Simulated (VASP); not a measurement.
# Be (P6_3/mmc) in VASP: notebook

The runs below take Be through single point, with revPBE.

All numbers are computed with VASP 6.6.1; they aren't measurements. Logs are shortened: lines on timing, memory, paths and dates and some standing lists are left out, and cuts for length are marked.

### Step 1. The cell of the first run

It takes space group P6_3/mmc (No. 194, hexagonal). The conventional cell has a = 2.177 Å, b = 2.177 Å, c = 6.926 Å, α = 90.00°, β = 90.00°, γ = 120.00°. Within 2.8 Å of Be (site symmetry -3m) lie 12 Be at 2.14 to 2.18 Å. Within 2.8 Å of Be (site symmetry -6m2) lie 12 Be at 2.14 to 2.18 Å.

### Step 2. Single point, revPBE (volume scaled by 0.88)

Contents of INCAR:

```
SYSTEM = Be
  PREC = Accurate
  ENCUT = 520
  EDIFF = 1E-6
  ISMEAR = -1
  SIGMA = 0.1
  LREAL = .FALSE.
  LASPH = .TRUE.
  NELM = 80
  ALGO = Normal
  ISIF = 2
  LWAVE = .FALSE.
  LCHARG = .FALSE.
  GGA = RE
  NBANDS = 12
```

Contents of KPOINTS:

```
Automatic mesh
0
G
  18 18 5
  0 0 0
```

Contents of POSCAR:

```
Be
1.0
    2.1771451905      0.0000000000      0.0000000000
   -1.0885725953      1.8854630427      0.0000000000
    0.0000000000      0.0000000000      6.9255871605
Be
4
Direct
    1.0000000000      1.0000000000      1.0000000000
    1.0000000000      1.0000000000      0.5000000000
    0.3333333333      0.6666666667      0.2500000000
    0.6666666667      0.3333333333      0.7500000000
```

Potentials or basis: VASP PAW PBE potentials, release 64 (Be).

Launch:

```
> cat potpaw_PBE.64/Be/POTCAR > POTCAR
> mpirun -np 1 vasp_std > vasp.out
```

OUTCAR:

```text
SYSTEM = Be
   PREC = Accurate
   ENCUT = 520
   EDIFF = 1E-6
   ISMEAR = -1
   LREAL = .FALSE.
   LASPH = .TRUE.
   NELM = 80
   ISIF = 2
   GGA = RE

 ion  position               nearest neighbor table
   1  0.000  0.000  0.000-   3 2.14   4 2.14   4 2.14   3 2.14   4 2.14   3 2.14
   2  0.000  0.000  0.500-   3 2.14   4 2.14   4 2.14   3 2.14   4 2.14   3 2.14
   3  0.333  0.667  0.250-   1 2.14   2 2.14   1 2.14   2 2.14   1 2.14   2 2.14
   4  0.667  0.333  0.750-   1 2.14   2 2.14   1 2.14   2 2.14   1 2.14   2 2.14

  LATTYP: Found a hexagonal cell.
 ALAT       =     2.1771451905
 C/A-ratio  =     3.1810405621

  Lattice vectors:

 A1 = (   2.1771451905,   0.0000000000,   0.0000000000)
 A2 = (  -1.0885725953,   1.8854630427,   0.0000000000)
 A3 = (   0.0000000000,   0.0000000000,   6.9255871605)

Analysis of symmetry for initial positions (statically):
=====================================================================
 Subroutine PRICEL returns:
 Original cell was already a primitive cell.

 Routine SETGRP: Setting up the symmetry group for a
 hexagonal supercell.

 Subroutine GETGRP returns: Found 24 space group operations
 (whereof 12 operations were pure point group operations)
 out of a pool of 24 trial point group operations.

The static configuration has the point symmetry D_3d.
 The point group associated with its full space group is D_6h.

Analysis of symmetry for dynamics (positions and initial velocities):
=====================================================================
 Subroutine PRICEL returns:
 Original cell was already a primitive cell.

 Routine SETGRP: Setting up the symmetry group for a
 hexagonal supercell.

 Subroutine GETGRP returns: Found 24 space group operations
 (whereof 12 operations were pure point group operations)
 out of a pool of 24 trial point group operations.

The dynamic configuration has the point symmetry D_3d.
 The point group associated with its full space group is D_6h.

 Subroutine INISYM returns: Found 24 space group operations
 (whereof 12 operations are pure point group operations),
 and found     1 'primitive' translations

----------------------------------------------------------------------------------------

                                     Primitive cell

  volume of cell :      28.4290

  direct lattice vectors                    reciprocal lattice vectors
     2.177145191  0.000000000  0.000000000     0.459317093  0.265186847  0.000000000
    -1.088572595  1.885463043  0.000000000     0.000000000  0.530373695  0.000000000
     0.000000000  0.000000000  6.925587161     0.000000000  0.000000000  0.144392089

  length of vectors
     2.177145191  2.177145191  6.925587161     0.530373695  0.530373695  0.144392089

  position of ions in fractional coordinates (direct lattice)
     0.000000000  0.000000000  0.000000000
     0.000000000  0.000000000  0.500000000
     0.333333333  0.666666667  0.250000000
     0.666666667  0.333333333  0.750000000

  ion indices of the primitive-cell ions
   primitive index   ion index
                 1           1
                 2           2
                 3           3
                 4           4

----------------------------------------------------------------------------------------

 KPOINTS: Automatic mesh

Automatic generation of k-mesh.
 Grid dimensions read from file:
 generate k-points for:   18   18    5

 Generating k-lattice:

  Cartesian coordinates                     Fractional coordinates (reciprocal lattice)
     0.025517616  0.014732603  0.000000000     0.055555556  0.000000000  0.000000000
     0.000000000  0.029465205  0.000000000     0.000000000  0.055555556  0.000000000
     0.000000000  0.000000000  0.028878418     0.000000000  0.000000000  0.200000000

  Length of vectors
     0.029465205  0.029465205  0.028878418

  Shift w.r.t. Gamma in fractional coordinates (k-lattice)
     0.000000000  0.000000000  0.000000000

 Subroutine IBZKPT returns following result:
 ===========================================

 Found    111 irreducible k-points:

 Following reciprocal coordinates:
            Coordinates               Weight
  0.000000  0.000000  0.000000      1.000000
  0.055556  0.000000  0.000000      6.000000
  0.111111  0.000000  0.000000      6.000000
  0.166667  0.000000  0.000000      6.000000
  0.222222  0.000000  0.000000      6.000000
  0.277778  0.000000  0.000000      6.000000
[... 16 lines left out ...]
  0.333333  0.111111  0.000000     12.000000
  0.388889  0.111111  0.000000     12.000000
 [... further k-points ...]
   k-points           NKPTS =    111   k-points in BZ     NKDIM =    111   number of bands    NBANDS=     12
   number of dos      NEDOS =    301   number of ions     NIONS =      4
   total plane-waves  NPLWV =  13824
   dimension x,y,z NGX =    16 NGY =   16 NGZ =   54
   dimension x,y,z NGXF=    32 NGYF=   32 NGZF=  108
   ions per type =               4
   NGX,Y,Z   is equivalent  to a cutoff of  12.22, 12.22, 12.96 a.u.
   NGXF,Y,Z  is equivalent  to a cutoff of  24.44, 24.44, 25.92 a.u.
 SYSTEM =  Be
   PREC   = accura    normal or accurate (medium, high low for compatibility)
   ISTART =      0    job   : 0-new  1-cont  2-samecut
   ICHARG =      2    charge: 1-file 2-atom 10-const
   ISPIN  =      1    spin polarized calculation?
   LNONCOLLINEAR =      F non collinear calculations
   LSORBIT =      F    spin-orbit coupling
   LASPH  =      T    aspherical Exc in radial PAW
   ENCUT  =  520.0 eV  38.22 Ry    6.18 a.u.   4.05  4.05 12.88*2*pi/ulx,y,z
   NELM   =     80;   NELMIN=  2; NELMDL= -5     # of ELM steps
   EDIFF  = 0.1E-05   stopping-criterion for ELM
   LREAL  =      F    real-space projection
   EDIFFG = 0.1E-04   stopping-criterion for IOM
   NSW    =      0    number of steps for IOM
   IBRION =     -1    ionic relax: 0-MD 1-quasi-New 2-CG
   NFREE  =      0    steps in history (QN), initial steepest desc. (CG)
   ISIF   =      2    stress and relaxation
   ISYM   =      2    0-nonsym 1-usesym 2-fastsym
   POTIM  = 0.5000    time-step for ionic-motion
   TEBEG  =    0.0;   TEEND  =   0.0 temperature during run
   PSTRESS=    0.0 pullay stress
   NELECT =       8.0000    total number of electrons
   NUPDOWN=      -1.0000    fix difference up-down
   EMIN   =  10.00;   EMAX   =-10.00  energy-range for DOS
   EFERMI =   0.00;   METHOD = LEGACY
   ISMEAR =    -1;   SIGMA  =   0.10  broadening in eV -4-tet -1-fermi 0-gaus
   EFERMI_NEDOS =   21; number of points for ismear=-14 and -15
   IALGO  =     38    algorithm
   IMIX   =      4    mixing-type and parameters
     AMIX     =   0.40;   BMIX     =  1.00
     AMIX_MAG =   1.60;   BMIX_MAG =  1.00
  volume/ion in A,a.u.               =       7.11        47.96
  Fermi-wavevector in a.u.,A,eV,Ry     =   1.072797  2.027292 15.658851  1.150893
  Thomas-Fermi vector in A             =   2.208577
   LORBIT       =      0    0 simple, 1 ext, 2 COOP (PROOUT), +10 PAW based schemes
   GGA     = RE    functional components
   LHFCALC =     F    Hartree Fock is set to
   AEXX    =    0.0000 exact exchange contribution
   IVDW    =     0    specifies the selected vdW correction
   LEPSILON=     F    determine dielectric tensor
   LRPA    =     F    only Hartree local field effects (RPA)
 non-spin polarized calculation
  energy-cutoff  :      520.00
  volume of cell :       28.43
 maximum number of plane-waves:       778
   NGX =  9   NGY =  9   NGZ = 25

 number of electron       8.0000000 magnetization

 Free energy of the ion-electron system (eV)
  ---------------------------------------------------
  ext. energy  EPLUGINS =         0.00000000
  ---------------------------------------------------
  free energy    TOTEN  =       -13.89580599 eV

  energy without entropy =      -13.88591553  energy(sigma->0) =      -13.89086076

 E-fermi :   8.2192     XC(G=0): -10.9636

 val. band max:        8.2120619243   @ k =   0.3333   0.2778   0.2000
 cond. band min:       8.3640162428   @ k =   0.3333   0.2778   0.4000
 fundamental gap:      0.1519543185
 Fermi energy:         8.2192210644

 k-point     1 :       0.0000    0.0000    0.0000
  band No.  band energies     occupation
      1      -3.9780      2.00000
      2      -1.7628      2.00000
      3      -1.7321      2.00000
      4       3.0754      2.00000
      5       9.2922      0.00004
      6      19.3423      0.00000
      7      19.3461      0.00000
      8      25.8822      0.00000
      9      25.8822      0.00000
     10      27.1340      0.00000
     11      27.1459      0.00000
     12      27.5298      0.00000

 k-point     2 :       0.0556    0.0000    0.0000
  band No.  band energies     occupation
      1      -3.8848      2.00000
      2      -1.6667      2.00000
      3      -1.6359      2.00000
      4       3.2014      2.00000
      5       9.3143      0.00004
      6      19.3594      0.00000
      7      19.3729      0.00000
      8      24.9992      0.00000
      9      25.1661      0.00000
     10      26.7872      0.00000
     11      26.9738      0.00000
     12      27.0024      0.00000

 k-point     3 :       0.1111    0.0000    0.0000
  band No.  band energies     occupation
      1      -3.6049      2.00000
      2      -1.3789      2.00000
      3      -1.3480      2.00000
      4       3.5791      2.00000
      5       9.3753      0.00002
      6      19.3400      0.00000
      7      19.4236      0.00000
      8      23.1559      0.00000
      9      23.8709      0.00000
     10      25.2284      0.00000
     11      25.4323      0.00000
     12      26.1780      0.00000
[... 286 lines left out ...]
 k-point    23 :       0.3333    0.1111    0.0000
  band No.  band energies     occupation
      1       0.8623      2.00000
      2       2.9643      2.00000
      3       2.9744      2.00000
      4       7.6554      1.99291
      5       9.3571      0.00002
      6      11.8710      0.00000
      7      12.4087      0.00000
      8      14.0031      0.00000
      9      16.6076      0.00000
     10      18.6816      0.00000
     11      19.2605      0.00000
     12      20.5386      0.00000

 k-point    24 :       0.3889    0.1111    0.0000
  band No.  band energies     occupation
      1       2.1568      2.00000
      2       3.9124      2.00000
      3       3.9811      2.00000
      4       6.2118      2.00000
      5       9.9844      0.00000
      6      10.3828      0.00000
      7      11.9077      0.00000
      8      14.1545      0.00000
      9      15.7462      0.00000
     10      16.3157      0.00000
     11      19.1057      0.00000
     12      20.3387      0.00000

 [... further k-points ...]
[... 5 lines left out ...]
  --------------------------------------------------------------------------------------
  -------------------------------------------------------------------------------------
  Total        3.1234299      3.1234299      3.7144291     -0.0000000      0.0000000     -0.0000000
  in kB      176.0274219    176.0274219    209.3344182     -0.0000000      0.0000000     -0.0000000
  external PRESSURE =     187.1297540 kB  Pullay stress =       0.0000000 kB

 VOLUME and BASIS-vectors are now :
 -----------------------------------------------------------------------------
  energy-cutoff  :      520.00
  volume of cell :       28.43
      direct lattice vectors                 reciprocal lattice vectors
     2.177145191  0.000000000  0.000000000     0.459317093  0.265186847  0.000000000
    -1.088572595  1.885463043  0.000000000     0.000000000  0.530373695  0.000000000
     0.000000000  0.000000000  6.925587161     0.000000000  0.000000000  0.144392089

 POSITION                                       TOTAL-FORCE (eV/Angst)
 -----------------------------------------------------------------------------------
      0.00000      0.00000      0.00000         0.000000     -0.000000     -0.000000
      0.00000      0.00000      3.46279         0.000000     -0.000000     -0.000000
     -0.00000      1.25698      1.73140         0.000000      0.000000      0.000000
      1.08857      0.62849      5.19419        -0.000000      0.000000      0.000000
 -----------------------------------------------------------------------------------
    total drift:                                0.000000     -0.000000     -0.000000

  FREE ENERGIE OF THE ION-ELECTRON SYSTEM (eV)
  ---------------------------------------------------
  free  energy   TOTEN  =       -13.8958059857 eV

  energy  without entropy=      -13.8859155254  energy(sigma->0) =      -13.89086076
```

Run time: 14 s. Hardware: 1 thread of Intel Xeon 6975P-C (Granite Rapids), shared host; peak memory 0.15 GiB.

Results:

| Quantity | Value |
| --- | --- |
| Free energy | -13.8958 eV |
| Pressure | 18.7 GPa |
| Band gap on the k mesh | zero (band 4 reaches 8.95 eV, above the bottom of band 5 at 7.45 eV) |

Stress tensor (GPa, compression positive):
```
17.60  0.00  0.00
 0.00 17.60  0.00
 0.00  0.00 20.93
```

Caveat: the PAW data sets were made with another functional, which shifts forces and pressure a little.

### Step 3. Single point, revPBE (volume scaled by 0.92)

Contents of INCAR:

```
  PREC = Accurate
  ENCUT = 520
  EDIFF = 1E-7
  ISMEAR = -1
  SIGMA = 0.1
  LREAL = F
  LASPH = T
  NELM = 100
  ALGO = Normal
  ISIF = 2
  LWAVE = F
  LCHARG = T
  GGA = RE
  LELF = T
  LVHAR = T
  NBANDS = 12
```

Contents of KPOINTS:

```
regular mesh
0
Gamma
  18 18 5
```

Contents of POSCAR:

```
Be
1.0
    2.2096446862      0.0000000000      0.0000000000
   -1.1048223431      1.9136084316      0.0000000000
    0.0000000000      0.0000000000      7.0289693747
Be
4
Direct
    1.0000000000      1.0000000000      1.0000000000
    1.0000000000      1.0000000000      0.5000000000
    0.3333333333      0.6666666667      0.2500000000
    0.6666666667      0.3333333333      0.7500000000
```

Potentials or basis: VASP PAW PBE potentials, release 64 (Be).

Launch:

```
> cat potpaw_PBE.64/Be/POTCAR > POTCAR
> mpirun -np 1 vasp_std > vasp.out
```

OUTCAR:

```text
PREC = Accurate
   ENCUT = 520
   EDIFF = 1E-7
   ISMEAR = -1
   LREAL = F
   LASPH = T
   NELM = 100
   ISIF = 2
   GGA = RE

 ion  position               nearest neighbor table
   1  0.000  0.000  0.000-   3 2.17   4 2.17   4 2.17   3 2.17   4 2.17   3 2.17
   2  0.000  0.000  0.500-   3 2.17   4 2.17   4 2.17   3 2.17   4 2.17   3 2.17
   3  0.333  0.667  0.250-   1 2.17   2 2.17   1 2.17   2 2.17   1 2.17   2 2.17
   4  0.667  0.333  0.750-   1 2.17   2 2.17   1 2.17   2 2.17   1 2.17   2 2.17

  LATTYP: Found a hexagonal cell.
 ALAT       =     2.2096446862
 C/A-ratio  =     3.1810405621

  Lattice vectors:

 A1 = (   2.2096446862,   0.0000000000,   0.0000000000)
 A2 = (  -1.1048223431,   1.9136084316,   0.0000000000)
 A3 = (   0.0000000000,   0.0000000000,   7.0289693747)

Analysis of symmetry for initial positions (statically):
=====================================================================
 Subroutine PRICEL returns:
 Original cell was already a primitive cell.

 Routine SETGRP: Setting up the symmetry group for a
 hexagonal supercell.

 Subroutine GETGRP returns: Found 24 space group operations
[... 180 lines left out ...]
      2      -1.9335      2.00000
      3      -1.9049      2.00000
      4       2.8607      2.00000
      5       8.7442      0.00022
      6      18.5750      0.00000
      7      18.5785      0.00000
      8      24.8886      0.00000
      9      24.8886      0.00000
     10      26.1024      0.00000
     11      26.1041      0.00000
     12      26.4773      0.00000
[... 331 lines left out ...]
 k-point    24 :       0.3889    0.1111    0.0000
  band No.  band energies     occupation
      1       1.9282      2.00000
      2       3.6523      2.00000
      3       3.7233      2.00000
      4       5.8644      2.00000
      5       9.4935      0.00000
      6       9.8462      0.00000
      7      11.4096      0.00000
      8      13.5748      0.00000
      9      15.1108      0.00000
     10      15.6932      0.00000
     11      18.3396      0.00000
     12      19.4520      0.00000

 [... further k-points ...]
[... 5 lines left out ...]
  --------------------------------------------------------------------------------------
  -------------------------------------------------------------------------------------
  Total        1.9572920      1.9572920      2.4078196      0.0000000     -0.0000000      0.0000000
  in kB      105.5113137    105.5113137    129.7978085      0.0000000     -0.0000000      0.0000000
  external PRESSURE =     113.6068120 kB  Pullay stress =       0.0000000 kB

 VOLUME and BASIS-vectors are now :
 -----------------------------------------------------------------------------
  energy-cutoff  :      520.00
  volume of cell :       29.72
      direct lattice vectors                 reciprocal lattice vectors
     2.209644686  0.000000000  0.000000000     0.452561449  0.261286474  0.000000000
    -1.104822343  1.913608432  0.000000000     0.000000000  0.522572948  0.000000000
     0.000000000  0.000000000  7.028969375     0.000000000  0.000000000  0.142268368

 POSITION                                       TOTAL-FORCE (eV/Angst)
 -----------------------------------------------------------------------------------
      0.00000      0.00000      0.00000        -0.000000     -0.000000     -0.000000
      0.00000      0.00000      3.51448        -0.000000     -0.000000     -0.000000
     -0.00000      1.27574      1.75724        -0.000000      0.000000     -0.000000
      1.10482      0.63787      5.27173         0.000000     -0.000000      0.000000
 -----------------------------------------------------------------------------------
    total drift:                                0.000000     -0.000000     -0.000000

  FREE ENERGIE OF THE ION-ELECTRON SYSTEM (eV)
  ---------------------------------------------------
  free  energy   TOTEN  =       -14.0161590455 eV

  energy  without entropy=      -14.0059996232  energy(sigma->0) =      -14.01107933
```

Run time: 13 s. Hardware: 1 thread of Intel Xeon 6975P-C (Granite Rapids), shared host; peak memory 0.15 GiB.

Results:

```yaml
Free_energy: -14.0162 eV
Pressure: 11.4 GPa
Band_gap_on_the_k_mesh: zero (band 4 reaches 8.56 eV, above the bottom of band 5 at 7.11 eV)
```

Stress tensor (GPa, compression positive):
```
10.55  0.00  0.00
 0.00 10.55  0.00
 0.00  0.00 12.98
```

Caveat: the PAW data sets were made with another functional, which shifts forces and pressure a little.

(Continued in part 2 of 2.)
